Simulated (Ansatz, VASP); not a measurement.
**CdSe in VASP and in Ansatz**

```
Cd Se
1.0
     4.32848    0.00000    0.00000
    -2.16424    3.74857    0.00000
     0.00000    0.00000    7.06649
Cd Se
2 2
Direct
  0.66667 0.33333 0.50000
  0.33333 0.66667 0.00000
  0.66667 0.33333 0.88500
  0.33333 0.66667 0.38500
```

Change from the starting cell: volume scaled by 1.02.

Alike in both runs: task single point; functional PBE; k mesh 7 × 7 × 4; occupations fermi-dirac, width 0.05 eV; no spin polarisation.

|  | VASP | Ansatz |
| --- | --- | --- |
| version | VASP 6.6.1 | Ansatz 0.2.0 |
| potentials or method | VASP PAW PBE potentials, release 64 (Cd, Se), cutoff 520 eV | all-electron LAPW, scalar-relativistic |

|  | VASP | Ansatz | Ansatz less VASP |
| --- | --- | --- | --- |
| gap on the k mesh at the Fermi level (eV) | 0.66 | 0.66 | +0.001 |
| least direct gap on the mesh (eV) | 0.66 | 0.66 | +0.001 |
| pressure (GPa) | 2.2 | 1.9 | -0.27 |
| traceless stress, the component that is largest in VASP (GPa) | -1.24 | -1.19 | +0.044 |
| rms of the force components (eV/Å) | 0.156 | 0.152 | -0.0046 |

Atom by atom the forces differ by 0.005 eV/Å (rms over components). Ansatz ran all-electron here, and VASP with PAW potentials.
